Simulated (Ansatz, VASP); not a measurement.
Two plane-wave programs on Ga2O3

```
CELL_PARAMETERS angstrom
6.13871 -1.52366 0.00364
6.13871 1.52366 0.00364
-1.38044 0.00000 5.64415
ATOMIC_POSITIONS crystal
Ga 0.34127 0.34127 0.68542
Ga 0.65873 0.65873 0.31458
Ga 0.90948 0.90948 0.20461
Ga 0.09052 0.09052 0.79539
O 0.50377 0.50377 0.74407
O 0.49623 0.49623 0.25593
O 0.82678 0.82678 0.43723
O 0.17322 0.17322 0.56277
O 0.16527 0.16527 0.10959
O 0.83473 0.83473 0.89041
```

Alike in both runs: functional PBEsol; k mesh 8 × 8 × 4; occupations gaussian, width 0.02 eV; no spin polarisation.

Ansatz relaxed the structure, and its values are those at the end. VASP's run is a single point on that final structure, the one shown.

|  | VASP | Ansatz |
| --- | --- | --- |
| version | VASP 6.6.1 | Ansatz 0.2.0 |
| potentials or method | VASP PAW PBE potentials, release 64 (Ga_d, O), cutoff 520 eV | scalar-relativistic, plane waves, PAW |
| valence electrons in the cell | 88 | 88 |

VASP gave:

| Quantity | Value |
| --- | --- |
| gap on the k mesh at the Fermi level (eV) | 2.23 |
| least direct gap on the mesh (eV) | 2.24 |
| pressure (GPa) | 0.3 |
| rms of the force components (eV/Å) | 0.009 |

Problem. What did Ansatz give for the same quantities?

Solution. gap on the k mesh at the Fermi level (eV): 2.23; least direct gap on the mesh (eV): 2.24; pressure (GPa): 0.0; rms of the force components (eV/Å): 0.002.

VASP's potentials were made for PBE, not for PBEsol.
